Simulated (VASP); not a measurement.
A run of VASP 6.6.1 is set up as follows.

File INCAR:

```
SYSTEM = CuO
ALGO = Normal
EDIFF = 1E-7
ENCUT = 520
GGA = PE
ISIF = 2
ISMEAR = -1
LASPH = .True.
LCHARG = .True.
LELF = .True.
LREAL = .False.
LVHAR = .True.
LWAVE = .False.
NBANDS = 25
NELM = 100
PREC = Accurate
SIGMA = 0.05
```

The input KPOINTS:

```
k-points
0
Gamma
  9 9 5
  0 0 0
```

File POSCAR:

```
CuO
1.0
    2.0041536028     -2.1678123362      0.0000000000
    2.0041536028      2.1678123362      0.0000000000
    0.0000000000      0.0000000000      5.1900742137
Cu O
2 2
Direct
    0.5000000000      0.0000000000      0.0000000000
    0.0000000000      0.5000000000      0.5000000000
    0.5000000000      0.5000000000      0.2500000000
    0.5000000000      0.5000000000      0.7500000000
```

Potentials or basis: VASP PAW PBE potentials, release 64 (Cu, O).

The run is started by

```console
$ cat potpaw_PBE.64/Cu/POTCAR potpaw_PBE.64/O/POTCAR > POTCAR
$ mpirun -np 1 vasp_std > vasp.out
```

(1) Estimate the band gap on the k mesh.

(2) What does it give for the pressure?

## Answers

(1) zero (band 17 reaches 5.22 eV, above the bottom of band 18 at 4.38 eV).

(2) -0.9 GPa.

Caveat: semilocal functionals often make such compounds metallic where correlation or magnetic order opens a gap, which also shifts bond lengths.
